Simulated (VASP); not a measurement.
# Be (Fm-3m) in VASP: a series of runs

Be is run at these levels: PBEsol; tasks: single point.

All numbers are computed with VASP 6.6.1; they aren't measurements. Logs are shortened: lines on timing, memory, paths and dates and some standing lists are left out, and cuts for length are marked.

### Step 1. The cell of the first run

The structure is cubic, space group Fm-3m (No. 225). The conventional cell has a = 2.794 Å, b = 2.794 Å, c = 2.794 Å, α = 90.00°, β = 90.00°, γ = 90.00°. Be (site symmetry m-3m) has 12 Be at 1.98 Å within 2.6 Å.

### Step 2. Single point, PBEsol (volume scaled by 0.699, to set the pressure)

INCAR

```
SYSTEM = Be
ALGO = Normal ; EDIFF = 1E-6
ENCUT = 520 ; GGA = PS
ISIF = 2 ; ISMEAR = -1
LASPH = .TRUE. ; LCHARG = .FALSE.
LREAL = .FALSE. ; LWAVE = .FALSE.
NBANDS = 7 ; NELM = 80
PREC = Accurate ; SIGMA = 0.1
```

KPOINTS

```
k-points
0
G
  23 23 23
  0 0 0
```

POSCAR

```
Be
1.0
    0.0000000000      1.3971678031      1.3971678031
    1.3971678031      0.0000000000      1.3971678031
    1.3971678031      1.3971678031      0.0000000000
Be
1
Direct
    0.0000000000      0.0000000000      0.0000000000
```

Potentials or basis: VASP PAW PBE potentials, release 64 (Be).

Command:

```
$ cat potpaw_PBE.64/Be/POTCAR > POTCAR
$ mpirun -np 1 vasp_std > vasp.out
```

OUTCAR:

```text
SYSTEM = Be
   EDIFF = 1E-6
   ENCUT = 520
   GGA = PS
   ISIF = 2
   ISMEAR = -1
   LASPH = .TRUE.
   LREAL = .FALSE.
   NELM = 80
   PREC = Accurate

 ion  position               nearest neighbor table
   1  0.000  0.000  0.000-

  LATTYP: Found a face centered cubic cell.
 ALAT       =     2.7943356062

  Lattice vectors:

 A1 = (   0.0000000000,   1.3971678031,   1.3971678031)
 A2 = (   1.3971678031,   0.0000000000,   1.3971678031)
 A3 = (   1.3971678031,   1.3971678031,   0.0000000000)

Analysis of symmetry for initial positions (statically):
=====================================================================
 Subroutine PRICEL returns:
 Original cell was already a primitive cell.

 Routine SETGRP: Setting up the symmetry group for a
 face centered cubic supercell.

 Subroutine GETGRP returns: Found 48 space group operations
 (whereof 48 operations were pure point group operations)
 out of a pool of 48 trial point group operations.

The static configuration has the point symmetry O_h .

Analysis of symmetry for dynamics (positions and initial velocities):
=====================================================================
 Subroutine PRICEL returns:
 Original cell was already a primitive cell.

 Routine SETGRP: Setting up the symmetry group for a
 face centered cubic supercell.

 Subroutine GETGRP returns: Found 48 space group operations
 (whereof 48 operations were pure point group operations)
 out of a pool of 48 trial point group operations.

The dynamic configuration has the point symmetry O_h .

 Subroutine INISYM returns: Found 48 space group operations
 (whereof 48 operations are pure point group operations),
 and found     1 'primitive' translations

----------------------------------------------------------------------------------------

                                     Primitive cell

  volume of cell :       5.4548

  direct lattice vectors                    reciprocal lattice vectors
     0.000000000  1.397167803  1.397167803    -0.357866821  0.357866821  0.357866821
     1.397167803  0.000000000  1.397167803     0.357866821 -0.357866821  0.357866821
     1.397167803  1.397167803  0.000000000     0.357866821  0.357866821 -0.357866821

  length of vectors
     1.975893656  1.975893656  1.975893656     0.619843516  0.619843516  0.619843516

  position of ions in fractional coordinates (direct lattice)
     0.000000000  0.000000000  0.000000000

  ion indices of the primitive-cell ions
   primitive index   ion index
                 1           1

----------------------------------------------------------------------------------------

 KPOINTS: k-points

Automatic generation of k-mesh.
 Grid dimensions read from file:
 generate k-points for:   23   23   23

 Generating k-lattice:

  Cartesian coordinates                     Fractional coordinates (reciprocal lattice)
    -0.015559427  0.015559427  0.015559427     0.043478261  0.000000000  0.000000000
     0.015559427 -0.015559427  0.015559427     0.000000000  0.043478261  0.000000000
     0.015559427  0.015559427 -0.015559427     0.000000000  0.000000000  0.043478261

  Length of vectors
     0.026949718  0.026949718  0.026949718

  Shift w.r.t. Gamma in fractional coordinates (k-lattice)
     0.000000000  0.000000000  0.000000000

 Subroutine IBZKPT returns following result:
 ===========================================

 Found    364 irreducible k-points:

 Following reciprocal coordinates:
            Coordinates               Weight
  0.000000  0.000000  0.000000      1.000000
  0.043478  0.000000  0.000000      8.000000
  0.086957  0.000000  0.000000      8.000000
  0.130435  0.000000  0.000000      8.000000
  0.173913  0.000000  0.000000      8.000000
  0.217391  0.000000  0.000000      8.000000
[... 16 lines left out ...]
  0.478261  0.043478  0.000000     24.000000
 -0.478261  0.043478  0.000000     24.000000
 [... further k-points ...]
   k-points           NKPTS =    364   k-points in BZ     NKDIM =    364   number of bands    NBANDS=      7
   number of dos      NEDOS =    301   number of ions     NIONS =      1
   total plane-waves  NPLWV =   4096
   dimension x,y,z NGX =    16 NGY =   16 NGZ =   16
   dimension x,y,z NGXF=    32 NGYF=   32 NGZF=   32
   ions per type =               1
   NGX,Y,Z   is equivalent  to a cutoff of  13.46, 13.46, 13.46 a.u.
   NGXF,Y,Z  is equivalent  to a cutoff of  26.92, 26.92, 26.92 a.u.
 SYSTEM =  Be
   PREC   = accura    normal or accurate (medium, high low for compatibility)
   ISTART =      0    job   : 0-new  1-cont  2-samecut
   ICHARG =      2    charge: 1-file 2-atom 10-const
   ISPIN  =      1    spin polarized calculation?
   LNONCOLLINEAR =      F non collinear calculations
   LSORBIT =      F    spin-orbit coupling
   LASPH  =      T    aspherical Exc in radial PAW
   ENCUT  =  520.0 eV  38.22 Ry    6.18 a.u.   3.67  3.67  3.67*2*pi/ulx,y,z
   NELM   =     80;   NELMIN=  2; NELMDL= -5     # of ELM steps
   EDIFF  = 0.1E-05   stopping-criterion for ELM
   LREAL  =      F    real-space projection
   EDIFFG = 0.1E-04   stopping-criterion for IOM
   NSW    =      0    number of steps for IOM
   IBRION =     -1    ionic relax: 0-MD 1-quasi-New 2-CG
   NFREE  =      0    steps in history (QN), initial steepest desc. (CG)
   ISIF   =      2    stress and relaxation
   ISYM   =      2    0-nonsym 1-usesym 2-fastsym
   POTIM  = 0.5000    time-step for ionic-motion
   TEBEG  =    0.0;   TEEND  =   0.0 temperature during run
   PSTRESS=    0.0 pullay stress
   NELECT =       2.0000    total number of electrons
   NUPDOWN=      -1.0000    fix difference up-down
   EMIN   =  10.00;   EMAX   =-10.00  energy-range for DOS
   EFERMI =   0.00;   METHOD = LEGACY
   ISMEAR =    -1;   SIGMA  =   0.10  broadening in eV -4-tet -1-fermi 0-gaus
   EFERMI_NEDOS =   21; number of points for ismear=-14 and -15
   IALGO  =     38    algorithm
   IMIX   =      4    mixing-type and parameters
     AMIX     =   0.40;   BMIX     =  1.00
     AMIX_MAG =   1.60;   BMIX_MAG =  1.00
  volume/ion in A,a.u.               =       5.45        36.81
  Fermi-wavevector in a.u.,A,eV,Ry     =   1.171727  2.214242 18.680024  1.372943
  Thomas-Fermi vector in A             =   2.308166
   LORBIT       =      0    0 simple, 1 ext, 2 COOP (PROOUT), +10 PAW based schemes
   GGA     = PS    functional components
   LHFCALC =     F    Hartree Fock is set to
   AEXX    =    0.0000 exact exchange contribution
   IVDW    =     0    specifies the selected vdW correction
   LEPSILON=     F    determine dielectric tensor
   LRPA    =     F    only Hartree local field effects (RPA)
 non-spin polarized calculation
  energy-cutoff  :      520.00
  volume of cell :        5.45
 maximum number of plane-waves:       154
   NGX =  7   NGY =  7   NGZ =  7

 number of electron       2.0000000 magnetization

 Free energy of the ion-electron system (eV)
  ---------------------------------------------------
  ext. energy  EPLUGINS =         0.00000000
  ---------------------------------------------------
  free energy    TOTEN  =        -3.46326884 eV

  energy without entropy =       -3.46210203  energy(sigma->0) =       -3.46268543

 E-fermi :  11.0472     XC(G=0): -11.8989

 val. band max:       11.0005286456   @ k =  -0.3478   0.3478   0.0000
 cond. band min:      11.0478922640   @ k =  -0.3478   0.3913   0.0435
 fundamental gap:      0.0473636184
 Fermi energy:        11.0472321421

 k-point     1 :       0.0000    0.0000    0.0000
  band No.  band energies     occupation
      1      -2.9227      2.00000
      2      37.0568      0.00000
      3      37.0568      0.00000
      4      37.0568      0.00000
      5      47.8734      0.00000
      6      47.8734      0.00000
      7      47.8734      0.00000

 k-point     2 :       0.0435    0.0000    0.0000
  band No.  band energies     occupation
      1      -2.8541      2.00000
      2      36.3070      0.00000
      3      36.8906      0.00000
      4      36.8906      0.00000
      5      46.7488      0.00000
      6      48.1780      0.00000
      7      48.1780      0.00000

 k-point     3 :       0.0870    0.0000    0.0000
  band No.  band energies     occupation
      1      -2.6481      2.00000
      2      34.2810      0.00000
      3      36.4535      0.00000
      4      36.4535      0.00000
      5      45.9599      0.00000
      6      48.9878      0.00000
      7      48.9878      0.00000

 k-point     4 :       0.1304    0.0000    0.0000
  band No.  band energies     occupation
      1      -2.3043      2.00000
      2      31.5339      0.00000
      3      35.8720      0.00000
      4      35.8720      0.00000
      5      45.9784      0.00000
      6      49.9789      0.00000
      7      49.9789      0.00000

 k-point     5 :       0.1739    0.0000    0.0000
  band No.  band energies     occupation
      1      -1.8227      2.00000
      2      28.5347      0.00000
      3      35.2580      0.00000
      4      35.2580      0.00000
      5      46.4993      0.00000
      6      50.4668      0.00000
      7      50.4668      0.00000
[... 161 lines left out ...]
 k-point    22 :       0.4348    0.0435    0.0000
  band No.  band energies     occupation
      1       3.1236      2.00000
      2      14.1346      0.00000
      3      32.3730      0.00000
      4      33.3809      0.00000
      5      42.2855      0.00000
      6      45.6559      0.00000
      7      48.8165      0.00000

 k-point    23 :       0.4783    0.0435    0.0000
  band No.  band energies     occupation
      1       3.8824      2.00000
      2      12.8652      0.00000
      3      32.5328      0.00000
      4      32.9904      0.00000
      5      42.1205      0.00000
      6      44.9702      0.00000
      7      48.5661      0.00000

 k-point    24 :      -0.4783    0.0435    0.0000
  band No.  band energies     occupation
      1       4.1100      2.00000
      2      12.5090      0.00000
      3      32.6617      0.00000
      4      32.7926      0.00000
      5      42.2537      0.00000
      6      44.5733      0.00000
      7      48.5620      0.00000

 [... further k-points ...]
[... 5 lines left out ...]
  --------------------------------------------------------------------------------------
  -------------------------------------------------------------------------------------
  Total        2.7459396      2.7459396      2.7459396      0.0000000      0.0000000      0.0000000
  in kB      806.5399143    806.5399143    806.5399143      0.0000000      0.0000000      0.0000000
  external PRESSURE =     806.5399143 kB  Pullay stress =       0.0000000 kB

 VOLUME and BASIS-vectors are now :
 -----------------------------------------------------------------------------
  energy-cutoff  :      520.00
  volume of cell :        5.45
      direct lattice vectors                 reciprocal lattice vectors
     0.000000000  1.397167803  1.397167803    -0.357866821  0.357866821  0.357866821
     1.397167803  0.000000000  1.397167803     0.357866821 -0.357866821  0.357866821
     1.397167803  1.397167803  0.000000000     0.357866821  0.357866821 -0.357866821

 POSITION                                       TOTAL-FORCE (eV/Angst)
 -----------------------------------------------------------------------------------
      0.00000      0.00000      0.00000         0.000000      0.000000      0.000000
 -----------------------------------------------------------------------------------
    total drift:                               -0.000000     -0.000000     -0.000000

  FREE ENERGIE OF THE ION-ELECTRON SYSTEM (eV)
  ---------------------------------------------------
  free  energy   TOTEN  =        -3.4632688377 eV

  energy  without entropy=       -3.4621020321  energy(sigma->0) =       -3.46268543
```

Run time: 6.4 s. Hardware: 1 thread of Intel Xeon 6975P-C, shared host; peak memory 0.12 GiB.

Results:

- Free energy: -3.4633 eV
- Pressure: 80.7 GPa
- Band gap on the k mesh: zero (band 1 reaches 11.84 eV, above the bottom of band 2 at 11.00 eV)

Caveat: the cell differs from its parent crystal (volume scaled by 0.699, to set the pressure); the PAW data sets were made with another functional, which shifts forces and pressure a little.

### Step 3. Single point, PBEsol

INCAR

```
PREC = Accurate
ENCUT = 520
EDIFF = 1E-6
ISMEAR = -1
SIGMA = 0.1
LREAL = False
LASPH = True
NELM = 100
ALGO = Normal
ISIF = 2
LWAVE = False
LCHARG = True
GGA = PS
LELF = True
LVHAR = True
NBANDS = 7
```

KPOINTS

```
regular mesh
0
Gamma
  23 23 23
```

POSCAR

```
Be
1.0
    0.0000000000      1.3968328414      1.3968328414
    1.3968328414      0.0000000000      1.3968328414
    1.3968328414      1.3968328414      0.0000000000
Be
1
Direct
    0.0000000000      0.0000000000      0.0000000000
```

Potentials or basis: VASP PAW PBE potentials, release 64 (Be).

Command:

```
$ cat potpaw_PBE.64/Be/POTCAR > POTCAR
$ mpirun -np 1 vasp_std > vasp.out
```

OUTCAR:

```text
PREC = Accurate
   ENCUT = 520
   EDIFF = 1E-6
   ISMEAR = -1
   LREAL = False
   LASPH = True
   NELM = 100
   ISIF = 2
   GGA = PS

 ion  position               nearest neighbor table
   1  0.000  0.000  0.000-

  LATTYP: Found a face centered cubic cell.
 ALAT       =     2.7936656828

  Lattice vectors:

 A1 = (   0.0000000000,   1.3968328414,   1.3968328414)
 A2 = (   1.3968328414,   0.0000000000,   1.3968328414)
 A3 = (   1.3968328414,   1.3968328414,   0.0000000000)

Analysis of symmetry for initial positions (statically):
=====================================================================
 Subroutine PRICEL returns:
 Original cell was already a primitive cell.

 Routine SETGRP: Setting up the symmetry group for a
 face centered cubic supercell.

 Subroutine GETGRP returns: Found 48 space group operations
 (whereof 48 operations were pure point group operations)
 out of a pool of 48 trial point group operations.

The static configuration has the point symmetry O_h .

Analysis of symmetry for dynamics (positions and initial velocities):
=====================================================================
 Subroutine PRICEL returns:
 Original cell was already a primitive cell.

 Routine SETGRP: Setting up the symmetry group for a
 face centered cubic supercell.

 Subroutine GETGRP returns: Found 48 space group operations
 (whereof 48 operations were pure point group operations)
 out of a pool of 48 trial point group operations.

The dynamic configuration has the point symmetry O_h .

 Subroutine INISYM returns: Found 48 space group operations
 (whereof 48 operations are pure point group operations),
 and found     1 'primitive' translations

[... 98 lines left out ...]
   ISIF   =      2    stress and relaxation
   ISYM   =      2    0-nonsym 1-usesym 2-fastsym
   POTIM  = 0.5000    time-step for ionic-motion
   TEBEG  =    0.0;   TEEND  =   0.0 temperature during run
   PSTRESS=    0.0 pullay stress
   NELECT =       2.0000    total number of electrons
   NUPDOWN=      -1.0000    fix difference up-down
   EMIN   =  10.00;   EMAX   =-10.00  energy-range for DOS
   EFERMI =   0.00;   METHOD = LEGACY
   ISMEAR =    -1;   SIGMA  =   0.10  broadening in eV -4-tet -1-fermi 0-gaus
   EFERMI_NEDOS =   21; number of points for ismear=-14 and -15
   IALGO  =     38    algorithm
   IMIX   =      4    mixing-type and parameters
     AMIX     =   0.40;   BMIX     =  1.00
     AMIX_MAG =   1.60;   BMIX_MAG =  1.00
  volume/ion in A,a.u.               =       5.45        36.78
  Fermi-wavevector in a.u.,A,eV,Ry     =   1.172008  2.214773 18.688984  1.373602
  Thomas-Fermi vector in A             =   2.308443
   LORBIT       =      0    0 simple, 1 ext, 2 COOP (PROOUT), +10 PAW based schemes
   GGA     = PS    functional components
   LHFCALC =     F    Hartree Fock is set to
   AEXX    =    0.0000 exact exchange contribution
   IVDW    =     0    specifies the selected vdW correction
   LEPSILON=     F    determine dielectric tensor
   LRPA    =     F    only Hartree local field effects (RPA)
 non-spin polarized calculation
  energy-cutoff  :      520.00
  volume of cell :        5.45
 maximum number of plane-waves:       153
   NGX =  7   NGY =  7   NGZ =  7

 number of electron       2.0000000 magnetization

 Free energy of the ion-electron system (eV)
  ---------------------------------------------------
  ext. energy  EPLUGINS =         0.00000000
  ---------------------------------------------------
  free energy    TOTEN  =        -3.46129103 eV

  energy without entropy =       -3.46012534  energy(sigma->0) =       -3.46070818

 E-fermi :  11.0548     XC(G=0): -11.9016

 val. band max:       11.0081441519   @ k =  -0.3478   0.3478   0.0000
 cond. band min:      11.0553275080   @ k =  -0.3478   0.3913   0.0435
 fundamental gap:      0.0471833560
 Fermi energy:        11.0548476046

 k-point     1 :       0.0000    0.0000    0.0000
  band No.  band energies     occupation
      1      -2.9190      2.00000
      2      37.0791      0.00000
      3      37.0791      0.00000
      4      37.0791      0.00000
      5      47.8982      0.00000
      6      47.8982      0.00000
      7      47.8982      0.00000
[... 221 lines left out ...]
 k-point    24 :      -0.4783    0.0435    0.0000
  band No.  band energies     occupation
      1       4.1140      2.00000
      2      12.5202      0.00000
      3      32.6815      0.00000
      4      32.8124      0.00000
      5      42.2756      0.00000
      6      44.5964      0.00000
      7      48.5868      0.00000

 [... further k-points ...]
[... 5 lines left out ...]
  --------------------------------------------------------------------------------------
  -------------------------------------------------------------------------------------
  Total        2.7527224      2.7527224      2.7527224     -0.0000000     -0.0000000      0.0000000
  in kB      809.1139660    809.1139660    809.1139660     -0.0000000     -0.0000000      0.0000000
  external PRESSURE =     809.1139660 kB  Pullay stress =       0.0000000 kB

 VOLUME and BASIS-vectors are now :
 -----------------------------------------------------------------------------
  energy-cutoff  :      520.00
  volume of cell :        5.45
      direct lattice vectors                 reciprocal lattice vectors
     0.000000000  1.396832841  1.396832841    -0.357952638  0.357952638  0.357952638
     1.396832841  0.000000000  1.396832841     0.357952638 -0.357952638  0.357952638
     1.396832841  1.396832841  0.000000000     0.357952638  0.357952638 -0.357952638

 POSITION                                       TOTAL-FORCE (eV/Angst)
 -----------------------------------------------------------------------------------
      0.00000      0.00000      0.00000        -0.000000      0.000000     -0.000000
 -----------------------------------------------------------------------------------
    total drift:                                0.000000     -0.000000     -0.000000

  FREE ENERGIE OF THE ION-ELECTRON SYSTEM (eV)
  ---------------------------------------------------
  free  energy   TOTEN  =        -3.4612910288 eV

  energy  without entropy=       -3.4601253364  energy(sigma->0) =       -3.46070818
```

OSZICAR:

```text
N       E                     dE             d eps       ncg     rms          rms(c)
DAV:   1    -0.178715270168E+01   -0.17872E+01   -0.13046E+03  5768   0.244E+02
DAV:   2    -0.349438271705E+01   -0.17072E+01   -0.16555E+01  6881   0.314E+01
DAV:   3    -0.349580671616E+01   -0.14240E-02   -0.14240E-02  5999   0.842E-01
DAV:   4    -0.349580680534E+01   -0.89178E-07   -0.89643E-07  7770   0.673E-03
DAV:   5    -0.349580680479E+01    0.54087E-09   -0.25155E-11  5978   0.171E-05    0.124E+00
DAV:   6    -0.347023158446E+01    0.25575E-01   -0.51534E-03  5418   0.836E-01    0.773E-01
DAV:   7    -0.346138531396E+01    0.88463E-02   -0.42795E-03  5628   0.759E-01    0.365E-02
DAV:   8    -0.346129098123E+01    0.94333E-04   -0.18373E-05  6279   0.459E-02    0.117E-02
DAV:   9    -0.346129102883E+01   -0.47593E-07   -0.10688E-06  6328   0.670E-03
   1 F= -.34612910E+01 E0= -.34607082E+01  d E =-.116569E-02
```

Wall time 5.8 s (1 thread of Intel Xeon 6975P-C, shared host); peak memory 0.12 GiB.

Results:

| Item | Value |
| --- | --- |
| Free energy | -3.4613 eV |
| Pressure | 80.9 GPa |
| Band gap on the k mesh | zero (band 1 reaches 11.85 eV, above the bottom of band 2 at 11.01 eV) |

Levels at points of the mesh, in eV from the Fermi level:
```tsv
k point	band 1	band 2	band 3	band 4
(0.00, 0.00, 0.00)	-13.97	26.02	26.02	26.02
```

Caveat: the PAW data sets were made with another functional, which shifts forces and pressure a little.
